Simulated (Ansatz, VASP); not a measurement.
# La2S: VASP beside Ansatz

Contents of INCAR:

```
PREC = Accurate
ENCUT = 600
EDIFF = 1E-6
ISMEAR = 0
SIGMA = 0.1
LREAL = False
LASPH = True
NELM = 80
ALGO = Normal
ISIF = 3
LWAVE = False
LCHARG = False
GGA = PE
IBRION = 2
NSW = 90
EDIFFG = -0.04
```

Contents of KPOINTS:

```
Automatic mesh
0
Gamma
  6 6 6
```

POSCAR

```
La2S
1.0
   -2.0002372900      2.0002372900      4.9787457100
    2.0002372900     -2.0002372900      4.9787457100
    2.0002372900      2.0002372900     -4.9787457100
La S
2 1
Direct
    0.6683896800      0.6683896800      0.0000000000
    0.3316103200      0.3316103200      0.0000000000
    0.0000000000      0.0000000000      0.0000000000
```

Input for Ansatz:

```yaml
crystal:
  lattice:
    - [-2.00023729, 2.00023729, 4.97874571]
    - [2.00023729, -2.00023729, 4.97874571]
    - [2.00023729, 2.00023729, -4.97874571]
  atoms:
    - { symbol: La, position: [0.66838968, 0.66838968, 0.0] }
    - { symbol: La, position: [0.33161032, 0.33161032, 0.0] }
    - { symbol: S, position: [0.0, 0.0, 0.0] }
basis:
  ecutwfc: 420
kpoints:
  mp_grid: { grid: [6, 6, 6] }
hamiltonian:
  xc: pbe
scf:
  occupations: { method: gaussian, width: 0.1 }
  lower_state_search: "off"
output:
  forces: true
  stress: true
  eigenvalues: true
relax:
  adjacent_minimum: "off"
  f_tol: 0.04
  max_steps: 70
  cell: { stress_tol: 0.4 }
```

Change from the starting cell: species swapped into the LuAg2 type (I4/mmm, No. 139).

Alike in both runs: task relaxation of cell and atoms; functional PBE; k mesh 6 × 6 × 6; occupations gaussian, width 0.1 eV; no spin polarisation.

|  | VASP | Ansatz |
| --- | --- | --- |
| version | VASP 6.6.1 | Ansatz 0.2.0 |
| potentials or method | VASP PAW PBE potentials, release 64 (La, S), cutoff 600 eV | scalar-relativistic, plane waves, PAW |
| valence electrons in the cell | 28 | 28 |

```tsv
	VASP	Ansatz	Ansatz less VASP
gap on the k mesh at the Fermi level, each at its own relaxed structure (eV)	none	none	-
relaxed volume (Å³/atom)	29.32	29.29	-0.037
relaxed length of the cell vector where the two differ most in proportion (Å)	7.173	7.208	+0.0349
```

A gap of «none» marks a metal or a gap that the smearing closes.

The k mesh is coarse, so the values compare programs but aren't converged. Neither program's run includes spin-orbit coupling.
